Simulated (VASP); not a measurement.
Write the native input for VASP 6.6.1 that does the following.

```
Task                   : single point
Functional             : PBE
Potentials or basis    : VASP PAW PBE potentials, release 64 (Sr_sv)
Cutoff                 : 520 eV
k mesh                 : 11 × 11 × 3
Occupations            : fermi-dirac, width 0.1 eV
Spin                   : no spin polarisation
Dipole correction      : no
Further INCAR settings : ALGO = Normal; EDIFF = 1e-06; NBANDS = 28
```

The structure of Sr lies in POSCAR:

```
Sr
1.0
    4.4340330501      0.0000000000      0.0000000000
   -2.2170165250      3.8399852626      0.0000000000
    0.0000000000      0.0000000000     14.5110022778
Sr
4
Direct
    0.0000000000      0.0000000000      0.0000000000
    1.0000000000      1.0000000000      0.5000000000
    0.3333333333      0.6666666667      0.2500000000
    0.6666666667      0.3333333333      0.7500000000
```

This isn't the form of Sr at room conditions, which is fcc.

The input as run:

INCAR

```
ALGO = Normal
EDIFF = 1E-6
ENCUT = 520
GGA = PE
ISIF = 2
ISMEAR = -1
LASPH = T
LCHARG = T
LELF = T
LREAL = F
LVHAR = T
LWAVE = F
NBANDS = 28
NELM = 60
PREC = Accurate
SIGMA = 0.1
```

KPOINTS

```
k-points
0
Gamma
  11 11 3
```

Potentials or basis: VASP PAW PBE potentials, release 64 (Sr_sv).

Run with:

```sh
$ cat potpaw_PBE.64/Sr_sv/POTCAR > POTCAR
$ mpirun -np 1 vasp_std > vasp.out
```

Results of the run:

| Property | Result |
| --- | --- |
| Pressure | -1.1 GPa |
| Band gap on the k mesh | zero (bands 20 and 21 overlap by 0.20 eV) |

Wall time 6.1 min on 1 thread of Intel Xeon 8259CL (shared host), peak memory 0.46 GiB.
